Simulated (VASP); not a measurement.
# GaGe2 (P6/mmm) in VASP: a series of runs

GaGe2 is run at these levels: r2SCAN; tasks: single point, relaxation of cell and atoms.

Everything below comes from runs of VASP 6.6.1. Logs are shortened: lines on timing, memory, paths and dates and some standing lists are left out, and cuts for length are marked.

## (1) The cell of the first run

The structure is hexagonal, space group P6/mmm (No. 191). Conventional cell: a = 3.761 Å, b = 3.761 Å, c = 4.061 Å, α = 90.00°, β = 90.00°, γ = 120.00°. Ga (site symmetry 6/mmm) has 12 Ge at 2.97 Å and 6 Ga at 3.76 Å within 3.9 Å. Within 3.0 Å of Ge (site symmetry -6m2) lie 3 Ge at 2.17 Å and 6 Ga at 2.97 Å.

## (2) Single point, r2SCAN

File POSCAR:

```
GaGe2
1.0
    3.7611045753      0.0000000000      0.0000000000
   -1.8805522876      3.2572121085      0.0000000000
    0.0000000000      0.0000000000      4.0609933122
Ga Ge
1 2
Direct
    0.0000000000      0.0000000000      0.0000000000
    0.3333333333      0.6666666667      0.5000000000
    0.6666666667      0.3333333333      0.5000000000
```

File INCAR.step1:

```
ALGO = Normal
EDIFF = 1E-4
ENCUT = 520
GGA = PE
ISMEAR = 0
LASPH = T
LCHARG = F
LREAL = F
LWAVE = T
NBANDS = 28
NELM = 80
PREC = Accurate
SIGMA = 0.1
```

File INCAR.step2:

```
ALGO = Normal
EDIFF = 1E-6
ENCUT = 520
ISIF = 2
ISMEAR = 0
ISTART = 1
LASPH = T
LCHARG = F
LMIXTAU = T
LREAL = F
LWAVE = F
METAGGA = R2SCAN
NBANDS = 28
NELM = 80
PREC = Accurate
SIGMA = 0.1
```

File KPOINTS:

```
k-points
0
Gamma
  6 6 4
```

Potentials or basis: VASP PAW PBE potentials, release 64 (Ga_d, Ge_d).

Run with:

```bash
cat potpaw_PBE.64/Ga_d/POTCAR potpaw_PBE.64/Ge_d/POTCAR > POTCAR
cp INCAR.step1 INCAR
mpirun -np 1 vasp_std > vasp.out
cp INCAR.step2 INCAR
mpirun -np 1 vasp_std > vasp.out
```

OUTCAR:

```text
EDIFF = 1E-6
   ENCUT = 520
   ISIF = 2
   ISMEAR = 0
   ISTART = 1
   LASPH = T
   LREAL = F
   METAGGA = R2SCAN
   NELM = 80
   PREC = Accurate

 ion  position               nearest neighbor table
   1  0.000  0.000  0.000-
   2  0.333  0.667  0.500-   3 2.17   3 2.17   3 2.17
   3  0.667  0.333  0.500-   2 2.17   2 2.17   2 2.17

  LATTYP: Found a hexagonal cell.
 ALAT       =     3.7611045753
 C/A-ratio  =     1.0797342193

  Lattice vectors:

 A1 = (   3.7611045753,   0.0000000000,   0.0000000000)
 A2 = (  -1.8805522876,   3.2572121085,   0.0000000000)
 A3 = (   0.0000000000,   0.0000000000,   4.0609933122)

Analysis of symmetry for initial positions (statically):
=====================================================================
 Subroutine PRICEL returns:
 Original cell was already a primitive cell.

 Routine SETGRP: Setting up the symmetry group for a
 hexagonal supercell.

 Subroutine GETGRP returns: Found 24 space group operations
 (whereof 24 operations were pure point group operations)
 out of a pool of 24 trial point group operations.

The static configuration has the point symmetry D_6h.

Analysis of symmetry for dynamics (positions and initial velocities):
=====================================================================
 Subroutine PRICEL returns:
 Original cell was already a primitive cell.

 Routine SETGRP: Setting up the symmetry group for a
 hexagonal supercell.

 Subroutine GETGRP returns: Found 24 space group operations
 (whereof 24 operations were pure point group operations)
 out of a pool of 24 trial point group operations.

The dynamic configuration has the point symmetry D_6h.

 Subroutine INISYM returns: Found 24 space group operations
 (whereof 24 operations are pure point group operations),
 and found     1 'primitive' translations

----------------------------------------------------------------------------------------

                                     Primitive cell

  volume of cell :      49.7501

  direct lattice vectors                    reciprocal lattice vectors
     3.761104575  0.000000000  0.000000000     0.265879339  0.153505508  0.000000000
    -1.880552288  3.257212109  0.000000000     0.000000000  0.307011016  0.000000000
     0.000000000  0.000000000  4.060993312     0.000000000  0.000000000  0.246245173

  length of vectors
     3.761104575  3.761104575  4.060993312     0.307011016  0.307011016  0.246245173

  position of ions in fractional coordinates (direct lattice)
     0.000000000  0.000000000  0.000000000
     0.333333333  0.666666667  0.500000000
     0.666666667  0.333333333  0.500000000

  ion indices of the primitive-cell ions
   primitive index   ion index
                 1           1
                 2           2
                 3           3

----------------------------------------------------------------------------------------

 KPOINTS: k-points

Automatic generation of k-mesh.
 Grid dimensions read from file:
 generate k-points for:    6    6    4

 Generating k-lattice:

  Cartesian coordinates                     Fractional coordinates (reciprocal lattice)
     0.044313223  0.025584251  0.000000000     0.166666667  0.000000000  0.000000000
     0.000000000  0.051168503  0.000000000     0.000000000  0.166666667  0.000000000
     0.000000000  0.000000000  0.061561293     0.000000000  0.000000000  0.250000000

  Length of vectors
     0.051168503  0.051168503  0.061561293

  Shift w.r.t. Gamma in fractional coordinates (k-lattice)
     0.000000000  0.000000000  0.000000000

 Subroutine IBZKPT returns following result:
 ===========================================

 Found     21 irreducible k-points:

 Following reciprocal coordinates:
            Coordinates               Weight
  0.000000  0.000000  0.000000      1.000000
  0.166667  0.000000  0.000000      6.000000
  0.333333  0.000000  0.000000      6.000000
  0.500000  0.000000  0.000000      3.000000
  0.166667  0.166667  0.000000      6.000000
  0.333333  0.166667  0.000000     12.000000
[... 13 lines left out ...]
  0.333333  0.166667  0.500000     12.000000
  0.333333  0.333333  0.500000      2.000000
   k-points           NKPTS =     21   k-points in BZ     NKDIM =     21   number of bands    NBANDS=     28
   number of dos      NEDOS =    301   number of ions     NIONS =      3
   total plane-waves  NPLWV =  23520
   dimension x,y,z NGX =    28 NGY =   28 NGZ =   30
   dimension x,y,z NGXF=    56 NGYF=   56 NGZF=   60
   ions per type =               1   2
   NGX,Y,Z   is equivalent  to a cutoff of  12.38, 12.38, 12.28 a.u.
   NGXF,Y,Z  is equivalent  to a cutoff of  24.75, 24.75, 24.56 a.u.
 SYSTEM =  unknown system
   PREC   = accura    normal or accurate (medium, high low for compatibility)
   ISTART =      1    job   : 0-new  1-cont  2-samecut
   ICHARG =      0    charge: 1-file 2-atom 10-const
   ISPIN  =      1    spin polarized calculation?
   LNONCOLLINEAR =      F non collinear calculations
   LSORBIT =      F    spin-orbit coupling
   LASPH  =      T    aspherical Exc in radial PAW
   ENCUT  =  520.0 eV  38.22 Ry    6.18 a.u.   6.99  6.99  7.55*2*pi/ulx,y,z
   NELM   =     80;   NELMIN=  2; NELMDL=  0     # of ELM steps
   EDIFF  = 0.1E-05   stopping-criterion for ELM
   LREAL  =      F    real-space projection
   EDIFFG = 0.1E-04   stopping-criterion for IOM
   NSW    =      0    number of steps for IOM
   IBRION =     -1    ionic relax: 0-MD 1-quasi-New 2-CG
   NFREE  =      0    steps in history (QN), initial steepest desc. (CG)
   ISIF   =      2    stress and relaxation
   ISYM   =      2    0-nonsym 1-usesym 2-fastsym
   POTIM  = 0.5000    time-step for ionic-motion
   TEBEG  =    0.0;   TEEND  =   0.0 temperature during run
   PSTRESS=    0.0 pullay stress
   NELECT =      41.0000    total number of electrons
   NUPDOWN=      -1.0000    fix difference up-down
   EMIN   =  10.00;   EMAX   =-10.00  energy-range for DOS
   EFERMI =   0.00;   METHOD = LEGACY
   ISMEAR =     0;   SIGMA  =   0.10  broadening in eV -4-tet -1-fermi 0-gaus
   EFERMI_NEDOS =   21; number of points for ismear=-14 and -15
   IALGO  =     38    algorithm
   IMIX   =      4    mixing-type and parameters
     AMIX     =   0.40;   BMIX     =  1.00
     AMIX_MAG =   1.60;   BMIX_MAG =  1.00
  volume/ion in A,a.u.               =      16.58       111.91
  Fermi-wavevector in a.u.,A,eV,Ry     =   1.534870  2.900483 32.052949  2.355825
  Thomas-Fermi vector in A             =   2.641738
   LORBIT       =      0    0 simple, 1 ext, 2 COOP (PROOUT), +10 PAW based schemes
   METAGGA = R2SCAN    functional components
   LHFCALC =     F    Hartree Fock is set to
   AEXX    =    0.0000 exact exchange contribution
   IVDW    =     0    specifies the selected vdW correction
   LEPSILON=     F    determine dielectric tensor
   LRPA    =     F    only Hartree local field effects (RPA)
 non-spin polarized calculation
 Gauss-broadening in eV      SIGMA  =   0.10
  energy-cutoff  :      520.00
  volume of cell :       49.75
 maximum number of plane-waves:      1353
 NGX is ok and might be reduce to    28
   NGX = 13   NGY = 13   NGZ = 15

 number of electron      40.9999981 magnetization

 Free energy of the ion-electron system (eV)
  ---------------------------------------------------
  ext. energy  EPLUGINS =         0.00000000
  ---------------------------------------------------
  free energy    TOTEN  =       -36.14177012 eV

  energy without entropy =      -36.13687311  energy(sigma->0) =      -36.13932161

 E-fermi :   7.7641     XC(G=0): -12.8005

 val. band max:        7.6975667849   @ k =   0.3333   0.3333   0.0000
 cond. band min:       7.7770073426   @ k =   0.0000   0.0000   0.2500
 fundamental gap:      0.0794405577
 Fermi energy:         7.7641270015

 k-point     1 :       0.0000    0.0000    0.0000
  band No.  band energies     occupation
      1     -18.5406      2.00000
      2     -18.4884      2.00000
      3     -18.4884      2.00000
      4     -18.3894      2.00000
      5     -18.3893      2.00000
      6     -18.2098      2.00000
[... 20 lines left out ...]
     27      17.3279      0.00000
     28      17.3280      0.00000

 k-point     2 :       0.1667    0.0000    0.0000
  band No.  band energies     occupation
      1     -18.5845      2.00000
      2     -18.5687      2.00000
      3     -18.5153      2.00000
      4     -18.3993      2.00000
      5     -18.3771      2.00000
      6     -18.1356      2.00000
[... 20 lines left out ...]
     27      15.4294      0.00000
     28      16.4055      0.00000

 k-point     3 :       0.3333    0.0000    0.0000
  band No.  band energies     occupation
      1     -18.6871      2.00000
      2     -18.6685      2.00000
      3     -18.4989      2.00000
      4     -18.4178      2.00000
      5     -18.3476      2.00000
      6     -18.1260      2.00000
[... 20 lines left out ...]
     27      16.2683      0.00000
     28      16.8729      0.00000

 k-point     4 :       0.5000    0.0000    0.0000
  band No.  band energies     occupation
      1     -18.7289      2.00000
      2     -18.7064      2.00000
      3     -18.4887      2.00000
      4     -18.4264      2.00000
      5     -18.3284      2.00000
      6     -18.1498      2.00000
[... 20 lines left out ...]
     27      18.4156      0.00000
     28      18.4947      0.00000

 k-point     5 :       0.1667    0.1667    0.0000
  band No.  band energies     occupation
      1     -18.7017      2.00000
      2     -18.5904      2.00000
      3     -18.5207      2.00000
      4     -18.4174      2.00000
      5     -18.3497      2.00000
      6     -18.1203      2.00000
[... 20 lines left out ...]
     27      16.8167      0.00000
     28      18.1964      0.00000

 k-point     6 :       0.3333    0.1667    0.0000
  band No.  band energies     occupation
      1     -18.7872      2.00000
      2     -18.6193      2.00000
      3     -18.5110      2.00000
      4     -18.4357      2.00000
      5     -18.3075      2.00000
      6     -18.1680      2.00000
[... 370 lines left out ...]
      5     -18.3324      2.00000
      6     -18.1510      2.00000
[... 20 lines left out ...]
     27      19.8920      0.00000
     28      20.8328      0.00000

 k-point    19 :       0.1667    0.1667    0.5000
  band No.  band energies     occupation
      1     -18.7013      2.00000
      2     -18.5902      2.00000
      3     -18.5182      2.00000
      4     -18.4202      2.00000
      5     -18.3518      2.00000
      6     -18.1222      2.00000
[... 20 lines left out ...]
     27      16.5977      0.00000
     28      18.0159      0.00000

 k-point    20 :       0.3333    0.1667    0.5000
  band No.  band energies     occupation
      1     -18.7868      2.00000
      2     -18.6189      2.00000
      3     -18.5091      2.00000
      4     -18.4391      2.00000
      5     -18.3098      2.00000
      6     -18.1696      2.00000
[... 20 lines left out ...]
     27      20.1183      0.00000
     28      20.7494      0.00000

 k-point    21 :       0.3333    0.3333    0.5000
  band No.  band energies     occupation
      1     -18.8302      2.00000
      2     -18.5547      2.00000
      3     -18.5547      2.00000
      4     -18.4517      2.00000
      5     -18.2395      2.00000
      6     -18.2395      2.00000
[... 20 lines left out ...]
     27      19.9441      0.00000
     28      21.0382      0.00000

------------------------ aborting loop because EDIFF is reached ----------------------------------------

  FORCE on cell =-STRESS in cart. coord.  units (eV):
  Direction    XX          YY          ZZ          XY          YZ          ZX
  --------------------------------------------------------------------------------------
  -------------------------------------------------------------------------------------
  Total       13.5592911     13.5592911      3.7800899      0.0000000      0.0000000      0.0000000
  in kB      436.6704900    436.6704900    121.7359898      0.0000000      0.0000000      0.0000000
  external PRESSURE =     331.6923232 kB  Pullay stress =       0.0000000 kB

 VOLUME and BASIS-vectors are now :
 -----------------------------------------------------------------------------
  energy-cutoff  :      520.00
  volume of cell :       49.75
      direct lattice vectors                 reciprocal lattice vectors
     3.761104575  0.000000000  0.000000000     0.265879339  0.153505508  0.000000000
    -1.880552288  3.257212109  0.000000000     0.000000000  0.307011016  0.000000000
     0.000000000  0.000000000  4.060993312     0.000000000  0.000000000  0.246245173

 POSITION                                       TOTAL-FORCE (eV/Angst)
 -----------------------------------------------------------------------------------
      0.00000      0.00000      0.00000        -0.000000      0.000000      0.000000
     -0.00000      2.17147      2.03050        -0.000000      0.000000     -0.000000
      1.88055      1.08574      2.03050         0.000000     -0.000000      0.000000
 -----------------------------------------------------------------------------------
    total drift:                               -0.000000      0.000000     -0.000000

  FREE ENERGIE OF THE ION-ELECTRON SYSTEM (eV)
  ---------------------------------------------------
  free  energy   TOTEN  =       -36.1417701171 eV

  energy  without entropy=      -36.1368731091  energy(sigma->0) =      -36.13932161
```

It took 45 s on 1 thread of Intel Xeon 6975P-C (Granite Rapids), shared host; peak memory 0.18 GiB.

Results:

* Free energy: -36.1418 eV
* Pressure: 33.2 GPa
* Band gap on the k mesh: zero (an odd number of electrons rules out a gap without spin polarisation)

Levels at points of the mesh, in eV from the Fermi level:
| k point | band 19 | band 20 | band 21 | band 22 | band 23 | band 24 |
| --- | --- | --- | --- | --- | --- | --- |
| (0.00, 0.00, 0.00) | -2.34 | -2.34 | 0.33 | 0.88 | 0.88 | 4.96 |
| (0.50, 0.00, 0.00) | -3.56 | -1.33 | -0.46 | 1.12 | 1.58 | 5.50 |
| (0.00, 0.00, 0.50) | -2.11 | 1.06 | 2.80 | 2.80 | 3.74 | 4.05 |
| (0.50, 0.00, 0.50) | -5.43 | -4.30 | -0.85 | 1.67 | 1.88 | 8.90 |

Caveat: the k points lie up to 0.39 Å⁻¹ apart, too coarse for converged energies and pressures of a metal; the PAW data sets were made with another functional, which shifts forces and pressure a little.

[end of part 1 of 2]
